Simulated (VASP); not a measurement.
A run of VASP 6.6.1:

File INCAR:

```
SYSTEM = PbS
ALGO = Normal
EDIFF = 1E-8
ENCUT = 520
GGA = PE
ISIF = 2
ISMEAR = -1
LASPH = .TRUE.
LCHARG = .FALSE.
LEFG = .TRUE.
LREAL = .FALSE.
LWAVE = .FALSE.
NBANDS = 28
NELM = 100
PREC = Accurate
SIGMA = 0.01
```

KPOINTS

```
k-points
0
G
  7 7 3
  0 0 0
```

The input POSCAR:

```
PbS
1.0
    2.9405000000     -2.9000000000      0.0000000000
    2.9405000000      2.9000000000      0.0000000000
   -1.0800500000      0.0000000000     11.3580113000
Pb S
2 2
Direct
    0.7756000000      0.7756000000      0.6363800000
    0.2244000000      0.2244000000      0.3636200000
    0.2684000000      0.2684000000      0.5986000000
    0.7316000000      0.7316000000      0.4014000000
```

Potentials or basis: VASP PAW PBE potentials, release 64 (Pb_d, S).

Run with:

```bash
$ cat potpaw_PBE.64/Pb_d/POTCAR potpaw_PBE.64/S/POTCAR > POTCAR
$ mpirun -np 1 vasp_std > vasp.out
```

Hardware: 1 thread of AMD EPYC 9R45 96-Core Processor (Zen 5), with other jobs on the host.

Question: How long does it take, and how much memory?

Answer: Wall time 2.6 min on 1 thread of AMD EPYC 9R45 96-Core Processor (Zen 5) (shared host), peak memory 0.37 GiB. Counts: scf iterations 22, k points 44.
